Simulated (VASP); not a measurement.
# BeS (F-43m) in VASP: further runs

The runs below take BeS through single point, relaxation of cell and atoms, with LDA, r2SCAN, PBE, PBEsol.

Program: VASP 6.6.1. These are calculated values, not measurements. Logs are shortened: lines on timing, memory, paths and dates and some standing lists are left out, and cuts for length are marked.

**1. The cell of the first run**

It takes space group F-43m (No. 216, cubic). The conventional cell has a = 4.869 Å, b = 4.869 Å, c = 4.869 Å, α = 90.00°, β = 90.00°, γ = 90.00°. Within 2.8 Å of Be (site symmetry -43m) lie 4 S at 2.11 Å. S (site symmetry -43m) has 4 Be at 2.11 Å within 2.8 Å.

**2. Single point, LDA**

INCAR reads:

```
ALGO = Normal ; EDIFF = 1E-6
ENCUT = 520 ; ISIF = 2
ISMEAR = 0 ; LASPH = True
LCHARG = True ; LELF = True
LREAL = False ; LVHAR = True
LWAVE = False ; NBANDS = 11
NELM = 100 ; PREC = Accurate
SIGMA = 0.01
```

KPOINTS reads:

```
k-points
0
Gamma
  10 10 10
```

POSCAR reads:

```
BeS
1.0
    0.0000000000      2.4343058979      2.4343058979
    2.4343058979      0.0000000000      2.4343058979
    2.4343058979      2.4343058979      0.0000000000
Be S
1 1
Direct
    0.0000000000      0.0000000000      0.0000000000
    0.7500000000      0.7500000000      0.7500000000
```

Potentials or basis: VASP PAW LDA potentials, release 64 (Be, S).

Command:

```sh
$ cat potpaw_LDA.64/Be/POTCAR potpaw_LDA.64/S/POTCAR > POTCAR
$ mpirun -np 1 vasp_std > vasp.out
```

OUTCAR:

```text
EDIFF = 1E-6
   ENCUT = 520
   ISIF = 2
   ISMEAR = 0
   LASPH = True
   LREAL = False
   NELM = 100
   PREC = Accurate

 ion  position               nearest neighbor table
   1  0.000  0.000  0.000-   2 2.11   2 2.11   2 2.11   2 2.11
   2  0.750  0.750  0.750-   1 2.11   1 2.11   1 2.11   1 2.11

  LATTYP: Found a face centered cubic cell.
 ALAT       =     4.8686117958

  Lattice vectors:

 A1 = (   0.0000000000,   2.4343058979,   2.4343058979)
 A2 = (   2.4343058979,   0.0000000000,   2.4343058979)
 A3 = (   2.4343058979,   2.4343058979,   0.0000000000)

Analysis of symmetry for initial positions (statically):
=====================================================================
 Subroutine PRICEL returns:
 Original cell was already a primitive cell.

 Routine SETGRP: Setting up the symmetry group for a
 face centered cubic supercell.

 Subroutine GETGRP returns: Found 24 space group operations
 (whereof 24 operations were pure point group operations)
 out of a pool of 48 trial point group operations.

The static configuration has the point symmetry T_d .

Analysis of symmetry for dynamics (positions and initial velocities):
=====================================================================
 Subroutine PRICEL returns:
 Original cell was already a primitive cell.

 Routine SETGRP: Setting up the symmetry group for a
 face centered cubic supercell.

 Subroutine GETGRP returns: Found 24 space group operations
 (whereof 24 operations were pure point group operations)
 out of a pool of 48 trial point group operations.

The dynamic configuration has the point symmetry T_d .

 Subroutine INISYM returns: Found 24 space group operations
 (whereof 24 operations are pure point group operations),
 and found     1 'primitive' translations

----------------------------------------------------------------------------------------

                                     Primitive cell

  volume of cell :      28.8506

  direct lattice vectors                    reciprocal lattice vectors
     0.000000000  2.434305898  2.434305898    -0.205397358  0.205397358  0.205397358
     2.434305898  0.000000000  2.434305898     0.205397358 -0.205397358  0.205397358
     2.434305898  2.434305898  0.000000000     0.205397358  0.205397358 -0.205397358

  length of vectors
     3.442628416  3.442628416  3.442628416     0.355758660  0.355758660  0.355758660

  position of ions in fractional coordinates (direct lattice)
     0.000000000  0.000000000  0.000000000
     0.750000000  0.750000000  0.750000000

  ion indices of the primitive-cell ions
   primitive index   ion index
                 1           1
                 2           2

----------------------------------------------------------------------------------------

 KPOINTS: k-points

Automatic generation of k-mesh.
 Grid dimensions read from file:
 generate k-points for:   10   10   10

 Generating k-lattice:

  Cartesian coordinates                     Fractional coordinates (reciprocal lattice)
    -0.020539736  0.020539736  0.020539736     0.100000000  0.000000000  0.000000000
     0.020539736 -0.020539736  0.020539736     0.000000000  0.100000000  0.000000000
     0.020539736  0.020539736 -0.020539736     0.000000000  0.000000000  0.100000000

  Length of vectors
     0.035575866  0.035575866  0.035575866

  Shift w.r.t. Gamma in fractional coordinates (k-lattice)
     0.000000000  0.000000000  0.000000000

 Subroutine IBZKPT returns following result:
 ===========================================

 Found     47 irreducible k-points:

 Following reciprocal coordinates:
            Coordinates               Weight
  0.000000  0.000000  0.000000      1.000000
  0.100000  0.000000  0.000000      8.000000
  0.200000  0.000000  0.000000      8.000000
  0.300000  0.000000  0.000000      8.000000
  0.400000  0.000000  0.000000      8.000000
  0.500000  0.000000  0.000000      4.000000
[... 16 lines left out ...]
  0.300000  0.300000  0.000000      6.000000
  0.400000  0.300000  0.000000     24.000000
 [... further k-points ...]
   k-points           NKPTS =     47   k-points in BZ     NKDIM =     47   number of bands    NBANDS=     11
   number of dos      NEDOS =    301   number of ions     NIONS =      2
   total plane-waves  NPLWV =  21952
   dimension x,y,z NGX =    28 NGY =   28 NGZ =   28
   dimension x,y,z NGXF=    56 NGYF=   56 NGZF=   56
   ions per type =               1   1
   NGX,Y,Z   is equivalent  to a cutoff of  13.52, 13.52, 13.52 a.u.
   NGXF,Y,Z  is equivalent  to a cutoff of  27.04, 27.04, 27.04 a.u.
 SYSTEM =  unknown system
   PREC   = accura    normal or accurate (medium, high low for compatibility)
   ISTART =      0    job   : 0-new  1-cont  2-samecut
   ICHARG =      2    charge: 1-file 2-atom 10-const
   ISPIN  =      1    spin polarized calculation?
   LNONCOLLINEAR =      F non collinear calculations
   LSORBIT =      F    spin-orbit coupling
   LASPH  =      T    aspherical Exc in radial PAW
   ENCUT  =  520.0 eV  38.22 Ry    6.18 a.u.   6.40  6.40  6.40*2*pi/ulx,y,z
   NELM   =    100;   NELMIN=  2; NELMDL= -5     # of ELM steps
   EDIFF  = 0.1E-05   stopping-criterion for ELM
   LREAL  =      F    real-space projection
   EDIFFG = 0.1E-04   stopping-criterion for IOM
   NSW    =      0    number of steps for IOM
   IBRION =     -1    ionic relax: 0-MD 1-quasi-New 2-CG
   NFREE  =      0    steps in history (QN), initial steepest desc. (CG)
   ISIF   =      2    stress and relaxation
   ISYM   =      2    0-nonsym 1-usesym 2-fastsym
   POTIM  = 0.5000    time-step for ionic-motion
   TEBEG  =    0.0;   TEEND  =   0.0 temperature during run
   PSTRESS=    0.0 pullay stress
   NELECT =       8.0000    total number of electrons
   NUPDOWN=      -1.0000    fix difference up-down
   EMIN   =  10.00;   EMAX   =-10.00  energy-range for DOS
   EFERMI =   0.00;   METHOD = LEGACY
   ISMEAR =     0;   SIGMA  =   0.01  broadening in eV -4-tet -1-fermi 0-gaus
   EFERMI_NEDOS =   21; number of points for ismear=-14 and -15
   IALGO  =     38    algorithm
   IMIX   =      4    mixing-type and parameters
     AMIX     =   0.40;   BMIX     =  1.00
     AMIX_MAG =   1.60;   BMIX_MAG =  1.00
  volume/ion in A,a.u.               =      14.43        97.35
  Fermi-wavevector in a.u.,A,eV,Ry     =   1.067545  2.017368 15.505922  1.139653
  Thomas-Fermi vector in A             =   2.203165
   LORBIT       =      0    0 simple, 1 ext, 2 COOP (PROOUT), +10 PAW based schemes
   GGA     = CA    functional components
   LHFCALC =     F    Hartree Fock is set to
   AEXX    =    0.0000 exact exchange contribution
   IVDW    =     0    specifies the selected vdW correction
   LEPSILON=     F    determine dielectric tensor
   LRPA    =     F    only Hartree local field effects (RPA)
 non-spin polarized calculation
 Gauss-broadening in eV      SIGMA  =   0.01
  energy-cutoff  :      520.00
  volume of cell :       28.85
 maximum number of plane-waves:       794
 NGX is ok and might be reduce to    28
   NGX = 13   NGY = 13   NGZ = 13

 number of electron       7.9999999 magnetization

 Free energy of the ion-electron system (eV)
  ---------------------------------------------------
  ext. energy  EPLUGINS =         0.00000000
  ---------------------------------------------------
  free energy    TOTEN  =       -11.12588629 eV

  energy without entropy =      -11.12588629  energy(sigma->0) =      -11.12588629

 E-fermi :   4.0172     XC(G=0):  -9.9436

 val. band max:        3.9104839982   @ k =   0.0000   0.0000   0.0000
 cond. band min:       6.8391827716   @ k =   0.5000   0.5000   0.0000
 fundamental gap:      2.9286987734
 Fermi energy:         4.0171685383

 k-point     1 :       0.0000    0.0000    0.0000
  band No.  band energies     occupation
      1      -9.6688      2.00000
      2       3.9105      2.00000
      3       3.9105      2.00000
      4       3.9105      2.00000
      5       9.4583      0.00000
      6       9.4583      0.00000
      7       9.4583      0.00000
      8       9.4898      0.00000
      9      16.6996      0.00000
     10      16.6996      0.00000
     11      18.4220      0.00000

 k-point     2 :       0.1000    0.0000    0.0000
  band No.  band energies     occupation
      1      -9.5555      2.00000
      2       3.0820      2.00000
      3       3.7776      2.00000
      4       3.7776      2.00000
      5       9.3299      0.00000
      6       9.6963      0.00000
      7       9.6963      0.00000
      8      10.4573      0.00000
      9      16.1544      0.00000
     10      16.1544      0.00000
     11      18.3178      0.00000

 k-point     3 :       0.2000    0.0000    0.0000
  band No.  band energies     occupation
      1      -9.2321      2.00000
      2       1.4472      2.00000
      3       3.4760      2.00000
      4       3.4760      2.00000
      5       9.2999      0.00000
      6      10.1755      0.00000
      7      10.1755      0.00000
      8      12.1098      0.00000
      9      15.6325      0.00000
     10      15.6325      0.00000
     11      17.9620      0.00000

 k-point     4 :       0.3000    0.0000    0.0000
  band No.  band energies     occupation
      1      -8.7598      2.00000
      2      -0.1735      2.00000
      3       3.1680      2.00000
      4       3.1680      2.00000
      5       9.2687      0.00000
      6      10.4353      0.00000
      7      10.4353      0.00000
      8      13.6207      0.00000
      9      16.0564      0.00000
     10      16.0564      0.00000
     11      17.7576      0.00000
[... 239 lines left out ...]
 k-point    22 :      -0.2000    0.2000    0.0000
  band No.  band energies     occupation
      1      -8.6005      2.00000
      2       0.1640      2.00000
      3       1.5758      2.00000
      4       3.2260      2.00000
      5      10.0360      0.00000
      6      10.8426      0.00000
      7      11.1642      0.00000
      8      12.4410      0.00000
      9      14.4394      0.00000
     10      18.0507      0.00000
     11      19.1909      0.00000

 k-point    23 :       0.3000    0.3000    0.0000
  band No.  band energies     occupation
      1      -8.4582      2.00000
      2       0.4972      2.00000
      3       1.9476      2.00000
      4       1.9476      2.00000
      5       7.8355      0.00000
      6       9.7526      0.00000
      7      13.4124      0.00000
      8      13.4124      0.00000
      9      15.8542      0.00000
     10      18.5316      0.00000
     11      20.9174      0.00000

 k-point    24 :       0.4000    0.3000    0.0000
  band No.  band energies     occupation
      1      -8.0869      2.00000
      2      -0.2302      2.00000
      3       1.4661      2.00000
      4       1.7262      2.00000
      5       7.8061      0.00000
      6       9.6386      0.00000
      7      13.8625      0.00000
      8      13.9986      0.00000
      9      17.3377      0.00000
     10      19.2331      0.00000
     11      20.3715      0.00000

 [... further k-points ...]

------------------------ aborting loop because EDIFF is reached ----------------------------------------

  FORCE on cell =-STRESS in cart. coord.  units (eV):
  Direction    XX          YY          ZZ          XY          YZ          ZX
  --------------------------------------------------------------------------------------
  -------------------------------------------------------------------------------------
  Total       -0.7527926     -0.7527926     -0.7527926      0.0000000      0.0000000      0.0000000
  in kB      -41.8052169    -41.8052169    -41.8052169      0.0000000      0.0000000      0.0000000
  external PRESSURE =     -41.8052169 kB  Pullay stress =       0.0000000 kB

 VOLUME and BASIS-vectors are now :
 -----------------------------------------------------------------------------
  energy-cutoff  :      520.00
  volume of cell :       28.85
      direct lattice vectors                 reciprocal lattice vectors
     0.000000000  2.434305898  2.434305898    -0.205397358  0.205397358  0.205397358
     2.434305898  0.000000000  2.434305898     0.205397358 -0.205397358  0.205397358
     2.434305898  2.434305898  0.000000000     0.205397358  0.205397358 -0.205397358

 POSITION                                       TOTAL-FORCE (eV/Angst)
 -----------------------------------------------------------------------------------
      0.00000      0.00000      0.00000        -0.000000     -0.000000     -0.000000
      3.65146      3.65146      3.65146         0.000000      0.000000      0.000000
 -----------------------------------------------------------------------------------
    total drift:                                0.000000      0.000000     -0.000000

  FREE ENERGIE OF THE ION-ELECTRON SYSTEM (eV)
  ---------------------------------------------------
  free  energy   TOTEN  =       -11.1258862923 eV

  energy  without entropy=      -11.1258862923  energy(sigma->0) =      -11.12588629
```

Run time: 14 s. Hardware: 1 thread of Intel Xeon Platinum 8259CL at 2.50GHz (Skylake/Cascade Lake), shared host; peak memory 0.14 GiB.

What came out:

* Free energy: -11.1259 eV
* Pressure: -4.2 GPa
* Band gap on the k mesh: 2.93 eV, indirect (least direct gap 5.55 eV)

**3. Single point, r2SCAN**

POSCAR is that of step 2.

INCAR.step1 reads:

```
SYSTEM = BeS
PREC = Accurate ; ENCUT = 520
ISMEAR = -1 ; SIGMA = 0.02
LREAL = .FALSE. ; LASPH = .TRUE.
NELM = 80 ; NBANDS = 11
GGA = PE ; ALGO = Normal
EDIFF = 1E-4 ; LWAVE = .TRUE.
LCHARG = .FALSE.
```

INCAR.step2 reads:

```
SYSTEM = BeS
PREC = Accurate ; ENCUT = 520
EDIFF = 1E-6 ; ISMEAR = -1
SIGMA = 0.02 ; LREAL = .FALSE.
LASPH = .TRUE. ; NELM = 80
ALGO = Normal ; ISIF = 2
LWAVE = .FALSE. ; LCHARG = .TRUE.
METAGGA = R2SCAN ; LMIXTAU = .TRUE.
LELF = .TRUE. ; LVHAR = .TRUE.
NBANDS = 11 ; ISTART = 1
```

KPOINTS reads:

```
regular mesh
0
G
  8 8 8
  0 0 0
```

Potentials or basis: VASP PAW PBE potentials, release 64 (Be, S).

Command:

```sh
$ cat potpaw_PBE.64/Be/POTCAR potpaw_PBE.64/S/POTCAR > POTCAR
$ cp INCAR.step1 INCAR
$ mpirun -np 1 vasp_std > vasp.out
$ cp INCAR.step2 INCAR
$ mpirun -np 1 vasp_std > vasp.out
```

It took 42 s on 1 thread of Intel Xeon Platinum 8259CL at 2.50GHz (Skylake/Cascade Lake), shared host; peak memory 0.15 GiB.

Results (log left out):

| Property | Result |
| --- | --- |
| Free energy | -14.7865 eV |
| Pressure | 0.3 GPa |
| Band gap on the k mesh | 3.60 eV, indirect (least direct gap 6.26 eV) |

Levels at points of the mesh, in eV from the valence-band top:
| k point | band 1 | band 2 | band 3 | band 4 | band 5 | band 6 | band 7 | band 8 | band 9 |
| --- | --- | --- | --- | --- | --- | --- | --- | --- | --- |
| (0.00, 0.00, 0.00) | -14.22 | 0.00 | 0.00 | 0.00 | 6.26 | 6.26 | 6.26 | 6.58 | 13.40 |
| (0.50, 0.00, 0.00) | -12.57 | -5.88 | -1.04 | -1.04 | 6.06 | 7.14 | 7.14 | 12.00 | 15.68 |
| (0.50, 0.50, 0.00) | -12.01 | -5.13 | -2.67 | -2.67 | 3.60 | 5.39 | 13.77 | 13.77 | 16.61 |

Caveat: the PAW data sets were made with another functional, which shifts forces and pressure a little.

[end of part 1 of 2]
